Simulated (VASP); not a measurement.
Write the native input for VASP 6.6.1 that does the following.

| Property | Result |
| --- | --- |
| Task | single point |
| Functional | PBE |
| Potentials or basis | VASP PAW PBE potentials, release 64 (Zn, Se) |
| Cutoff | 520 eV |
| k mesh | 6 × 6 × 6 |
| Occupations | gaussian, width 0.01 eV |
| Spin | no spin polarisation |
| Dipole correction | no |
| Further INCAR settings | ALGO = Normal; EDIFF = 1e-06; NBANDS = 16 |

The structure of ZnSe (Stilleite) lies in POSCAR:

```
ZnSe
1.0
    0.0000000000      2.8942974332      2.8942974332
    2.8942974332      0.0000000000      2.8942974332
    2.8942974332      2.8942974332      0.0000000000
Zn Se
1 1
Direct
    0.0000000000      0.0000000000      0.0000000000
    0.2500000000      0.2500000000      0.2500000000
```

This cell differs from its parent crystal: volume changed by +3%.

These files were run (other wordings do the same):

INCAR

```
PREC = Accurate ; ENCUT = 520
EDIFF = 1E-6 ; ISMEAR = 0
SIGMA = 0.01 ; LREAL = False
LASPH = True ; NELM = 80
ALGO = Normal ; ISIF = 2
LWAVE = False ; LCHARG = True
GGA = PE ; LELF = True
LVHAR = True ; NBANDS = 16
```

KPOINTS

```
Automatic mesh
0
Gamma
  6 6 6
```

Potentials or basis: VASP PAW PBE potentials, release 64 (Zn, Se).

Command:

```bash
$ cat potpaw_PBE.64/Zn/POTCAR potpaw_PBE.64/Se/POTCAR > POTCAR
$ mpirun -np 1 vasp_std > vasp.out
```

Results of the run:

```yaml
Pressure: -1.3 GPa
Band_gap_on_the_k_mesh: 1.04 eV, direct
```

It took 12 s on 1 thread of Intel Xeon 6975P-C, with other jobs on the host, peak memory 0.17 GiB.
